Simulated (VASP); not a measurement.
# NiO (Fm-3m) in VASP: further runs, part 3 of 3

VASP 6.6.1. Earlier steps stand in the parts before.

### Step 4. Relaxation of cell and atoms, PBEsol, collinear spin, ferromagnetic start

This run uses another cell than the first one, of 8.66 Å³/atom, 0.993 times its volume.

INCAR reads:

```
SYSTEM = NiO
PREC = Accurate
ENCUT = 600
EDIFF = 1E-6
ISMEAR = 0
SIGMA = 0.1
LREAL = .FALSE.
LASPH = .TRUE.
NELM = 150
ALGO = Normal
ISIF = 3
LWAVE = .FALSE.
LCHARG = .FALSE.
ISPIN = 2
MAGMOM = 0.89 0.15
LORBIT = 11
LMAXMIX = 4
GGA = PS
IBRION = 2
NSW = 100
EDIFFG = -0.005
```

KPOINTS reads:

```
regular mesh
0
G
  18 18 18
  0 0 0
```

POSCAR reads:

```
NiO
1.0
    0.0000000000      2.0532342063      2.0532342063
    2.0532342063      0.0000000000      2.0532342063
    2.0532342063      2.0532342063      0.0000000000
Ni O
1 1
Direct
    0.0000000000      0.0000000000      0.0000000000
    0.5000000000      0.5000000000      0.5000000000
```

Potentials or basis: VASP PAW PBE potentials, release 64 (Ni, O).

The run is started by

```console
$ cat potpaw_PBE.64/Ni/POTCAR potpaw_PBE.64/O/POTCAR > POTCAR
$ mpirun -np 1 vasp_std > vasp.out
```

OUTCAR:

```text
SYSTEM = NiO
   PREC = Accurate
   ENCUT = 600
   EDIFF = 1E-6
   ISMEAR = 0
   LREAL = .FALSE.
   LASPH = .TRUE.
   NELM = 150
   ISIF = 3
   ISPIN = 2
   LORBIT = 11
   GGA = PS
   IBRION = 2
   NSW = 100
   EDIFFG = -0.005

 ion  position               nearest neighbor table
   1  0.000  0.000  0.000-   2 2.05   2 2.05   2 2.05   2 2.05   2 2.05   2 2.05
   2  0.500  0.500  0.500-   1 2.05   1 2.05   1 2.05   1 2.05   1 2.05   1 2.05

  LATTYP: Found a face centered cubic cell.
 ALAT       =     4.1064684126

  Lattice vectors:

 A1 = (   0.0000000000,   2.0532342063,   2.0532342063)
 A2 = (   2.0532342063,   0.0000000000,   2.0532342063)
 A3 = (   2.0532342063,   2.0532342063,   0.0000000000)

Analysis of symmetry for initial positions (statically):
=====================================================================
 Subroutine PRICEL returns:
 Original cell was already a primitive cell.

 Routine SETGRP: Setting up the symmetry group for a
 face centered cubic supercell.

 Subroutine GETGRP returns: Found 48 space group operations
 (whereof 48 operations were pure point group operations)
 out of a pool of 48 trial point group operations.

The static configuration has the point symmetry O_h .

Analysis of symmetry for dynamics (positions and initial velocities):
=====================================================================
 Subroutine PRICEL returns:
 Original cell was already a primitive cell.

 Routine SETGRP: Setting up the symmetry group for a
 face centered cubic supercell.

 Subroutine GETGRP returns: Found 48 space group operations
 (whereof 48 operations were pure point group operations)
 out of a pool of 48 trial point group operations.

The dynamic configuration has the point symmetry O_h .

Analysis of structural, dynamic, and magnetic symmetry:
=====================================================================
 Subroutine PRICEL returns:
 Original cell was already a primitive cell.

 Routine SETGRP: Setting up the symmetry group for a
 face centered cubic supercell.

 Subroutine GETGRP returns: Found 48 space group operations
 (whereof 48 operations were pure point group operations)
 out of a pool of 48 trial point group operations.

The overall configuration has the point symmetry O_h .

 Subroutine INISYM returns: Found 48 space group operations
 (whereof 48 operations are pure point group operations),
 and found     1 'primitive' translations

----------------------------------------------------------------------------------------

                                     Primitive cell

  volume of cell :      17.3119

  direct lattice vectors                    reciprocal lattice vectors
     0.000000000  2.053234206  2.053234206    -0.243518250  0.243518250  0.243518250
     2.053234206  0.000000000  2.053234206     0.243518250 -0.243518250  0.243518250
     2.053234206  2.053234206  0.000000000     0.243518250  0.243518250 -0.243518250

  length of vectors
     2.903711661  2.903711661  2.903711661     0.421785981  0.421785981  0.421785981

  position of ions in fractional coordinates (direct lattice)
     0.000000000  0.000000000  0.000000000
     0.500000000  0.500000000  0.500000000

  ion indices of the primitive-cell ions
   primitive index   ion index
                 1           1
                 2           2

----------------------------------------------------------------------------------------

 KPOINTS: regular mesh

Automatic generation of k-mesh.
 Grid dimensions read from file:
[... 71 lines left out ...]
   ISIF   =      3    stress and relaxation
   ISYM   =      2    0-nonsym 1-usesym 2-fastsym
   POTIM  = 0.5000    time-step for ionic-motion
   TEBEG  =    0.0;   TEEND  =   0.0 temperature during run
   PSTRESS=    0.0 pullay stress
   NELECT =      16.0000    total number of electrons
   NUPDOWN=      -1.0000    fix difference up-down
   EMIN   =  10.00;   EMAX   =-10.00  energy-range for DOS
   EFERMI =   0.00;   METHOD = LEGACY
   ISMEAR =     0;   SIGMA  =   0.10  broadening in eV -4-tet -1-fermi 0-gaus
   EFERMI_NEDOS =   21; number of points for ismear=-14 and -15
   IALGO  =     38    algorithm
   IMIX   =      4    mixing-type and parameters
     AMIX     =   0.40;   BMIX     =  1.00
     AMIX_MAG =   1.60;   BMIX_MAG =  1.00
  volume/ion in A,a.u.               =       8.66        58.41
  Fermi-wavevector in a.u.,A,eV,Ry     =   1.594654  3.013458 34.598525  2.542920
  Thomas-Fermi vector in A             =   2.692694
   LORBIT       =     11    0 simple, 1 ext, 2 COOP (PROOUT), +10 PAW based schemes
   GGA     = PS    functional components
   LHFCALC =     F    Hartree Fock is set to
   AEXX    =    0.0000 exact exchange contribution
   IVDW    =     0    specifies the selected vdW correction
   LEPSILON=     F    determine dielectric tensor
   LRPA    =     F    only Hartree local field effects (RPA)
 conjugate gradient relaxation of ions
 spin polarized calculation
 Gauss-broadening in eV      SIGMA  =   0.10
  energy-cutoff  :      600.00
  volume of cell :       17.31
 maximum number of plane-waves:       589
   NGX = 11   NGY = 11   NGZ = 11

--------------------------------------- Ionic step        1  -------------------------------------------

 number of electron      15.9999989 magnetization       0.9123549

 Free energy of the ion-electron system (eV)
  ---------------------------------------------------
  ext. energy  EPLUGINS =         0.00000000
  ---------------------------------------------------
  free energy    TOTEN  =       -12.40032785 eV

  energy without entropy =      -12.39064463  energy(sigma->0) =      -12.39548624

------------------------ aborting loop because EDIFF is reached ----------------------------------------

  FORCE on cell =-STRESS in cart. coord.  units (eV):
  Direction    XX          YY          ZZ          XY          YZ          ZX
  --------------------------------------------------------------------------------------
  -------------------------------------------------------------------------------------
  Total       -0.0520655     -0.0520655     -0.0520655      0.0000000      0.0000000     -0.0000000
  in kB       -4.8185385     -4.8185385     -4.8185385      0.0000000      0.0000000     -0.0000000
  external PRESSURE =      -4.8185385 kB  Pullay stress =       0.0000000 kB
[... 59 lines left out ...]
--------------------------------------- Ionic step        3  -------------------------------------------

 number of electron      15.9999990 magnetization       0.8629608

 Free energy of the ion-electron system (eV)
  ---------------------------------------------------
  ext. energy  EPLUGINS =         0.00000000
  ---------------------------------------------------
  free energy    TOTEN  =       -12.40040680 eV

  energy without entropy =      -12.39133640  energy(sigma->0) =      -12.39587160

 E-fermi :   8.5407     XC(G=0): -13.2620

 val. band max:        8.5395379385   @ k =  -0.3333   0.3333   0.0000
 cond. band min:       8.5435246333   @ k =  -0.4444   0.3333   0.1111
 fundamental gap:      0.0039866948
 Fermi energy:         8.5407117171

 spin component 1

 k-point     1 :       0.0000    0.0000    0.0000
  band No.  band energies     occupation
      1     -12.4157      1.00000
      2       5.1660      1.00000
      3       5.1660      1.00000
      4       5.1660      1.00000
      5       6.1497      1.00000
      6       6.1497      1.00000
      7       6.2052      1.00000
      8       6.2053      1.00000
      9       6.2053      1.00000
     10      10.3185      0.00000
     11      26.3111      0.00000
     12      27.8106      0.00000
     13      27.8106      0.00000
[... 356 lines left out ...]
      2       2.0086      1.00000
      3       3.2741      1.00000
      4       3.5192      1.00000
      5       6.5514      1.00000
      6       6.6013      1.00000
      7       6.9441      1.00000
      8       7.8384      1.00000
      9       8.4395      0.92381
     10      13.0326      0.00000
     11      21.1144      0.00000
     12      24.6624      0.00000
     13      25.6186      0.00000

 [... further k-points ...]

 spin component 2

 k-point     1 :       0.0000    0.0000    0.0000
  band No.  band energies     occupation
      1     -12.2275      1.00000
      2       5.3868      1.00000
      3       5.3868      1.00000
      4       5.3868      1.00000
      5       6.6591      1.00000
      6       6.6591      1.00000
      7       6.6591      1.00000
      8       7.3145      1.00000
      9       7.3145      1.00000
     10      10.4909      0.00000
     11      26.3012      0.00000
     12      27.9473      0.00000
     13      27.9474      0.00000
[... 397 lines left out ...]
  FREE ENERGIE OF THE ION-ELECTRON SYSTEM (eV)
  ---------------------------------------------------
  free  energy   TOTEN  =       -12.4004067969 eV

  energy  without entropy=      -12.3913364022  energy(sigma->0) =      -12.39587160

 reached required accuracy - stopping structural energy minimisation

 total charge

# of ion       s       p       d       tot
------------------------------------------
    1        0.351   0.442   8.360   9.153
    2        1.559   3.386   0.000   4.944
--------------------------------------------------
tot          1.909   3.828   8.360  14.098

 magnetization (x)

# of ion       s       p       d       tot
------------------------------------------
    1        0.008   0.010   0.714   0.733
    2        0.017   0.093   0.000   0.110
--------------------------------------------------
tot          0.026   0.103   0.714   0.843
```

It took 2.6 min on 1 thread of Intel Xeon Platinum 8488C (Sapphire Rapids), shared host; peak memory 0.22 GiB.

Results:

| Property | Result |
| --- | --- |
| Free energy | -12.4004 eV |
| Relaxed volume | 8.63 Å³/atom |
| Relaxed cell | a = 2.901 Å, b = 2.901 Å, c = 2.901 Å, α = 60.00°, β = 60.00°, γ = 60.00° |
| Space group after relaxing (to 0.05 Å) | Fm-3m (No. 225) |
| Energy gained by relaxing | 0.0 meV/atom |
| Ionic steps | 3 |
| Pressure after relaxing | -0.1 GPa |
| Net moment | 0.86 μB per cell |
| Site moments | Ni +0.73; O +0.11 μB |
| Valence electrons inside the program's atomic spheres | Ni 9.15; O 4.94 |

Final structure:
```yaml
crystal:
  lattice:
    - [0.00000, 2.05129, 2.05129]
    - [2.05129, 0.00000, 2.05129]
    - [2.05129, 2.05129, 0.00000]
  atoms:
    - { symbol: Ni, position: [0.00000, 0.00000, 0.00000] }
    - { symbol: O, position: [0.50000, 0.50000, 0.50000] }
```

Caveat: the PAW data sets were made with another functional, which shifts forces and pressure a little; a cell with one magnetic atom can't hold antiferromagnetic order, which such compounds often take; semilocal functionals often make such compounds metallic where correlation or magnetic order opens a gap, which also shifts bond lengths.

### Step 5. Overview

| task | cell | k mesh | cutoff (eV) | smearing | gap on the mesh (eV) | pressure (GPa) | moment (μB) |
| --- | --- | --- | --- | --- | --- | --- | --- |
| single point | a = 2.911 Å, angles 60.0°, 2 atoms | 14 × 14 × 14 | 520 | gaussian 0.15 eV | none | -1.3 | 1.01 |
| single point | a = 2.911 Å, angles 60.0°, 2 atoms | 18 × 18 × 18 | 520 | gaussian 0.1 eV | none | -0.2 | 1.20 |
| relaxation of cell and atoms | relaxed from a = 2.904 Å, angles 60.0°, 2 atoms | 18 × 18 × 18 | 600 | gaussian 0.1 eV | none | -0.1 | 0.86 |

Alike in all rows: level PBEsol; potentials or basis VASP PAW PBE potentials, release 64 (Ni, O); spin collinear, ferromagnetic start.

Caveats: the PAW data sets were made with another functional, which shifts forces and pressure a little; a cell with one magnetic atom can't hold antiferromagnetic order, which such compounds often take; semilocal functionals often make such compounds metallic where correlation or magnetic order opens a gap, which also shifts bond lengths.

Absolute energies hang on the potentials; compare differences alone.

### Step 6. How close it comes

Step 2. Against the measured gap of NiO, 4.3 eV (quoted in “Local correlations, non-local screening, multiplets, and band formation in NiO”, 2012, arxiv:1210.6675), the calculated 0.00 eV is off by -4.30 eV. So large a miss can be the level of theory's own, or it may mean another phase, state or a wrong row. The value is that of PBEsol on a finite k mesh, which can miss the band edges, without temperature or zero-point motion. Semilocal functionals fall short of measured gaps as a rule. The run's magnetic order (collinear spin, ferromagnetic start) needn't be the measured crystal's.

Step 3. Measured gap of NiO: 4.3 eV (quoted in “Local correlations, non-local screening, multiplets, and band formation in NiO”, 2012, arxiv:1210.6675). This calculation gives 0.00 eV (-4.30 eV). So large a miss can be the level of theory's own, or it may mean another phase, state or a wrong row. The value is that of PBEsol on a finite k mesh, which can miss the band edges, without temperature or zero-point motion. Semilocal functionals fall short of measured gaps as a rule. The run's magnetic order (collinear spin, ferromagnetic start) needn't be the measured crystal's.
